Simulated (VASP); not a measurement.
# Al2O3 (Corundum) (R-3c) in VASP: further runs

The runs below take Al2O3 (Corundum) through single point, with PBE, r2SCAN.

Program: VASP 6.6.1. These are calculated values, not measurements. Logs are shortened: lines on timing, memory, paths and dates and some standing lists are left out, and cuts for length are marked.

**What was measured.**

“Multi-petahertz electron interference in Cr:Al2O3 solid-state material”, 2018, pmc:5906618 quotes, for a bulk crystal of Al2O3: band gap 8.7 eV (optical).

How close the calculation comes is told below.

## 1. The cell of the first run

Symmetry: R-3c, No. 167, trigonal system. Conventional cell: a = 4.759 Å, b = 4.759 Å, c = 12.995 Å, α = 90.00°, β = 90.00°, γ = 120.00°. Al (site symmetry 3) has 6 O at 1.86 to 1.97 Å within 2.5 Å. O (site symmetry 2) has 4 Al at 1.86 to 1.97 Å within 2.5 Å.

## 2. Single point, PBE

Input file INCAR:

```
PREC = Accurate
ENCUT = 520
EDIFF = 1E-7
ISMEAR = -1
SIGMA = 0.02
LREAL = False
LASPH = True
NELM = 60
ALGO = Normal
ISIF = 2
LWAVE = False
LCHARG = False
GGA = PE
NBANDS = 35
```

Input file KPOINTS:

```
regular mesh
0
Gamma
  6 6 6
```

Input file POSCAR:

```
Al2O3
1.0
    2.3793207413      1.3737014705      4.3317967337
   -2.3793207413      1.3737014705      4.3317967337
    0.0000000000     -2.7474029409      4.3317967337
Al O
4 6
Direct
    0.3519097825      0.3519097825      0.3519097825
    0.1480902175      0.1480902175      0.1480902175
    0.6480902175      0.6480902175      0.6480902175
    0.8519097825      0.8519097825      0.8519097825
    0.5563679964      0.9436320036      0.2500000000
    0.2500000000      0.5563679964      0.9436320036
    0.9436320036      0.2500000000      0.5563679964
    0.4436320036      0.0563679964      0.7500000000
    0.7500000000      0.4436320036      0.0563679964
    0.0563679964      0.7500000000      0.4436320036
```

Potentials or basis: VASP PAW PBE potentials, release 64 (Al, O).

Started as:

```bash
cat potpaw_PBE.64/Al/POTCAR potpaw_PBE.64/O/POTCAR > POTCAR
mpirun -np 1 vasp_std > vasp.out
```

OUTCAR:

```text
PREC = Accurate
   ENCUT = 520
   EDIFF = 1E-7
   ISMEAR = -1
   LREAL = False
   LASPH = True
   NELM = 60
   ISIF = 2
   GGA = PE

 ion  position               nearest neighbor table
   1  0.352  0.352  0.352-   8 1.86   9 1.86  10 1.86   6 1.97   7 1.97   5 1.97   2 2.65   3 2.79
                             3 2.79   3 2.79   2 3.22   2 3.22   2 3.22
   2  0.148  0.148  0.148-   8 1.86  10 1.86   9 1.86   7 1.97   6 1.97   5 1.97   1 2.65   4 2.79
                             4 2.79   4 2.79   1 3.22   1 3.22   1 3.22
   3  0.648  0.648  0.648-   5 1.86   6 1.86   7 1.86   9 1.97  10 1.97   8 1.97   4 2.65   1 2.79
                             1 2.79   1 2.79   4 3.22   4 3.22   4 3.22
   4  0.852  0.852  0.852-   5 1.86   7 1.86   6 1.86  10 1.97   9 1.97   8 1.97   3 2.65   2 2.79
                             2 2.79   2 2.79   3 3.22   3 3.22   3 3.22
   5  0.556  0.944  0.250-   3 1.86   4 1.86   1 1.97   2 1.97
   6  0.250  0.556  0.944-   3 1.86   4 1.86   1 1.97   2 1.97
   7  0.944  0.250  0.556-   4 1.86   3 1.86   2 1.97   1 1.97
   8  0.444  0.056  0.750-   1 1.86   2 1.86   3 1.97   4 1.97
   9  0.750  0.444  0.056-   1 1.86   2 1.86   3 1.97   4 1.97
  10  0.056  0.750  0.444-   2 1.86   1 1.86   4 1.97   3 1.97

  LATTYP: Found a trigonal (rhomboedric) cell.
 ALAT       =     5.1295892489
 COS(alpha) =     0.5697005452

  Lattice vectors:

 A1 = (   2.3793207413,   1.3737014705,   4.3317967337)
 A2 = (  -2.3793207413,   1.3737014705,   4.3317967337)
 A3 = (   0.0000000000,  -2.7474029409,   4.3317967337)

Analysis of symmetry for initial positions (statically):
=====================================================================
 Subroutine PRICEL returns:
 Original cell was already a primitive cell.

 Routine SETGRP: Setting up the symmetry group for a
 trigonal (rhombohedral) supercell.

 Subroutine GETGRP returns: Found 12 space group operations
 (whereof  6 operations were pure point group operations)
 out of a pool of 12 trial point group operations.

The static configuration has the point symmetry S_6 .
 The point group associated with its full space group is D_3d.

Analysis of symmetry for dynamics (positions and initial velocities):
=====================================================================
 Subroutine PRICEL returns:
 Original cell was already a primitive cell.

 Routine SETGRP: Setting up the symmetry group for a
 trigonal (rhombohedral) supercell.

 Subroutine GETGRP returns: Found 12 space group operations
 (whereof  6 operations were pure point group operations)
 out of a pool of 12 trial point group operations.

The dynamic configuration has the point symmetry S_6 .
 The point group associated with its full space group is D_3d.

 Subroutine INISYM returns: Found 12 space group operations
 (whereof  6 operations are pure point group operations),
 and found     1 'primitive' translations

----------------------------------------------------------------------------------------

                                     Primitive cell

  volume of cell :      84.9503

  direct lattice vectors                    reciprocal lattice vectors
     2.379320741  1.373701470  4.331796734     0.210144009  0.121326700  0.076950364
    -2.379320741  1.373701470  4.331796734    -0.210144009  0.121326700  0.076950364
     0.000000000 -2.747402941  4.331796734     0.000000000 -0.242653401  0.076950364

  length of vectors
     5.129589249  5.129589249  5.129589249     0.254562431  0.254562431  0.254562431

  position of ions in fractional coordinates (direct lattice)
     0.351909783  0.351909783  0.351909783
     0.148090217  0.148090217  0.148090217
     0.648090217  0.648090217  0.648090217
     0.851909783  0.851909783  0.851909783
     0.556367996  0.943632004  0.250000000
     0.250000000  0.556367996  0.943632004
     0.943632004  0.250000000  0.556367996
     0.443632004  0.056367996  0.750000000
     0.750000000  0.443632004  0.056367996
     0.056367996  0.750000000  0.443632004

  ion indices of the primitive-cell ions
   primitive index   ion index
                 1           1
                 2           2
                 3           3
                 4           4
                 5           5
                 6           6
                 7           7
                 8           8
                 9           9
                10          10

----------------------------------------------------------------------------------------

 KPOINTS: regular mesh

Automatic generation of k-mesh.
 Grid dimensions read from file:
 generate k-points for:    6    6    6

 Generating k-lattice:

  Cartesian coordinates                     Fractional coordinates (reciprocal lattice)
     0.035024002  0.020221117  0.012825061     0.166666667  0.000000000  0.000000000
    -0.035024002  0.020221117  0.012825061     0.000000000  0.166666667  0.000000000
     0.000000000 -0.040442233  0.012825061     0.000000000  0.000000000  0.166666667

  Length of vectors
     0.042427072  0.042427072  0.042427072

  Shift w.r.t. Gamma in fractional coordinates (k-lattice)
     0.000000000  0.000000000  0.000000000

 Subroutine IBZKPT returns following result:
 ===========================================

 Found     32 irreducible k-points:

 Following reciprocal coordinates:
            Coordinates               Weight
  0.000000  0.000000  0.000000      1.000000
  0.166667  0.000000  0.000000      6.000000
  0.333333 -0.000000  0.000000      6.000000
  0.500000  0.000000  0.000000      3.000000
  0.166667  0.166667  0.000000      6.000000
  0.333333  0.166667  0.000000     12.000000
[... 16 lines left out ...]
  0.500000  0.500000  0.166667      6.000000
 -0.333333  0.500000  0.166667     12.000000
 [... further k-points ...]
   k-points           NKPTS =     32   k-points in BZ     NKDIM =     32   number of bands    NBANDS=     35
   number of dos      NEDOS =    301   number of ions     NIONS =     10
   total plane-waves  NPLWV =  64000
   dimension x,y,z NGX =    40 NGY =   40 NGZ =   40
   dimension x,y,z NGXF=    80 NGYF=   80 NGZF=   80
   ions per type =               4   6
   NGX,Y,Z   is equivalent  to a cutoff of  12.96, 12.96, 12.96 a.u.
   NGXF,Y,Z  is equivalent  to a cutoff of  25.93, 25.93, 25.93 a.u.
 SYSTEM =  unknown system
   PREC   = accura    normal or accurate (medium, high low for compatibility)
   ISTART =      0    job   : 0-new  1-cont  2-samecut
   ICHARG =      2    charge: 1-file 2-atom 10-const
   ISPIN  =      1    spin polarized calculation?
   LNONCOLLINEAR =      F non collinear calculations
   LSORBIT =      F    spin-orbit coupling
   LASPH  =      T    aspherical Exc in radial PAW
   ENCUT  =  520.0 eV  38.22 Ry    6.18 a.u.   9.54  9.54  9.54*2*pi/ulx,y,z
   NELM   =     60;   NELMIN=  2; NELMDL= -5     # of ELM steps
   EDIFF  = 0.1E-06   stopping-criterion for ELM
   LREAL  =      F    real-space projection
   EDIFFG = 0.1E-05   stopping-criterion for IOM
   NSW    =      0    number of steps for IOM
   IBRION =     -1    ionic relax: 0-MD 1-quasi-New 2-CG
   NFREE  =      0    steps in history (QN), initial steepest desc. (CG)
   ISIF   =      2    stress and relaxation
   ISYM   =      2    0-nonsym 1-usesym 2-fastsym
   POTIM  = 0.5000    time-step for ionic-motion
   TEBEG  =    0.0;   TEEND  =   0.0 temperature during run
   PSTRESS=    0.0 pullay stress
   NELECT =      48.0000    total number of electrons
   NUPDOWN=      -1.0000    fix difference up-down
   EMIN   =  10.00;   EMAX   =-10.00  energy-range for DOS
   EFERMI =   0.00;   METHOD = LEGACY
   ISMEAR =    -1;   SIGMA  =   0.02  broadening in eV -4-tet -1-fermi 0-gaus
   EFERMI_NEDOS =   21; number of points for ismear=-14 and -15
   IALGO  =     38    algorithm
   IMIX   =      4    mixing-type and parameters
     AMIX     =   0.40;   BMIX     =  1.00
     AMIX_MAG =   1.60;   BMIX_MAG =  1.00
  volume/ion in A,a.u.               =       8.50        57.33
  Fermi-wavevector in a.u.,A,eV,Ry     =   1.353423  2.557599 24.922539  1.831755
  Thomas-Fermi vector in A             =   2.480680
   LORBIT       =      0    0 simple, 1 ext, 2 COOP (PROOUT), +10 PAW based schemes
   GGA     = PE    functional components
   LHFCALC =     F    Hartree Fock is set to
   AEXX    =    0.0000 exact exchange contribution
   IVDW    =     0    specifies the selected vdW correction
   LEPSILON=     F    determine dielectric tensor
   LRPA    =     F    only Hartree local field effects (RPA)
 non-spin polarized calculation
  energy-cutoff  :      520.00
  volume of cell :       84.95
 maximum number of plane-waves:      2308
 NGX is ok and might be reduce to    40
   NGX = 19   NGY = 19   NGZ = 19

 number of electron      48.0000013 magnetization

 Free energy of the ion-electron system (eV)
  ---------------------------------------------------
  ext. energy  EPLUGINS =         0.00000000
  ---------------------------------------------------
  free energy    TOTEN  =       -74.74906585 eV

  energy without entropy =      -74.74906585  energy(sigma->0) =      -74.74906585

 E-fermi :   6.5842     XC(G=0): -11.6886

 val. band max:        6.1399718141   @ k =   0.0000   0.0000   0.0000
 cond. band min:      12.3796775264   @ k =   0.0000   0.0000   0.0000
 fundamental gap:      6.2397057123
 Fermi energy:         6.5841859612

 k-point     1 :       0.0000    0.0000    0.0000
  band No.  band energies     occupation
      1     -13.1052      2.00000
      2     -10.7704      2.00000
      3     -10.4862      2.00000
      4     -10.4862      2.00000
      5     -10.1683      2.00000
      6     -10.1683      2.00000
[... 27 lines left out ...]
     34      19.7426      0.00000
     35      20.7963      0.00000
[... 843 lines left out ...]
      5     -10.3570      2.00000
      6     -10.1479      2.00000
[... 27 lines left out ...]
     34      19.5803      0.00000
     35      19.7260      0.00000

 [... further k-points ...]

------------------------ aborting loop because EDIFF is reached ----------------------------------------

  FORCE on cell =-STRESS in cart. coord.  units (eV):
  Direction    XX          YY          ZZ          XY          YZ          ZX
  --------------------------------------------------------------------------------------
  -------------------------------------------------------------------------------------
  Total        4.0345871      4.0345871      3.7254287      0.0000000      0.0000000      0.0000000
  in kB       76.0930516     76.0930516     70.2622673      0.0000000      0.0000000      0.0000000
  external PRESSURE =      74.1494568 kB  Pullay stress =       0.0000000 kB

 VOLUME and BASIS-vectors are now :
 -----------------------------------------------------------------------------
  energy-cutoff  :      520.00
  volume of cell :       84.95
      direct lattice vectors                 reciprocal lattice vectors
     2.379320741  1.373701470  4.331796734     0.210144009  0.121326700  0.076950364
    -2.379320741  1.373701470  4.331796734    -0.210144009  0.121326700  0.076950364
     0.000000000 -2.747402941  4.331796734     0.000000000 -0.242653401  0.076950364

 POSITION                                       TOTAL-FORCE (eV/Angst)
 -----------------------------------------------------------------------------------
      0.00000      0.00000      4.57320         0.000000      0.000000      0.034032
      0.00000      0.00000      1.92449         0.000000     -0.000000     -0.034032
      0.00000      0.00000      8.42219         0.000000     -0.000000     -0.034032
      0.00000      0.00000     11.07090         0.000000      0.000000      0.034032
     -0.92143      1.37370      7.58064         0.020074      0.000000     -0.000000
     -0.72895     -1.48483      7.58064        -0.010037      0.017385     -0.000000
      1.65037      0.11113      7.58064        -0.010037     -0.017385     -0.000000
      0.92143     -1.37370      5.41475        -0.020074      0.000000     -0.000000
      0.72895      1.48483      5.41475         0.010037     -0.017385     -0.000000
     -1.65037     -0.11113      5.41475         0.010037      0.017385     -0.000000
 -----------------------------------------------------------------------------------
    total drift:                                0.000000     -0.000000      0.000000

  FREE ENERGIE OF THE ION-ELECTRON SYSTEM (eV)
  ---------------------------------------------------
  free  energy   TOTEN  =       -74.7490658533 eV

  energy  without entropy=      -74.7490658533  energy(sigma->0) =      -74.74906585
```

It took 99 s on 1 thread of Intel Xeon Platinum 8259CL at 2.50GHz (Skylake/Cascade Lake), shared host; peak memory 0.25 GiB.

Results:

```
Free energy            : -74.7491 eV
Pressure               : 7.4 GPa
Largest force          : 0.034 eV/Å
Band gap on the k mesh : 6.24 eV, direct
```

Forces in eV/Å, atoms in the order of the input:
```
Al   0.000  0.000  0.034
Al   0.000  0.000 -0.034
Al   0.000  0.000 -0.034
Al   0.000  0.000  0.034
O    0.020  0.000  0.000
O   -0.010  0.017  0.000
O   -0.010 -0.017  0.000
O   -0.020  0.000  0.000
O    0.010 -0.017  0.000
O    0.010  0.017  0.000
```

Levels at points of the mesh, in eV from the valence-band top:
```
           k point  band 20  band 21  band 22  band 23  band 24  band 25  band 26  band 27  band 28  band 29
(0.00, 0.00, 0.00)    -0.49    -0.49    -0.03    -0.03     0.00     6.24     9.15    10.76    11.53    11.53
(0.50, 0.00, 0.00)    -1.32    -0.90    -0.90    -0.27    -0.27     9.49     9.49     9.66     9.66    11.80
(0.50, 0.50, 0.00)    -1.29    -1.01    -0.90    -0.74    -0.25     9.65     9.73     9.96    10.43    11.17
(0.50, 0.50, 0.50)    -2.00    -0.37    -0.37    -0.37    -0.37     8.69     8.69    11.12    11.12    12.51
```

A k mesh can miss the band edges. PBE gaps usually lie below the measured ones, often by a third to a half.

[end of part 1 of 2]
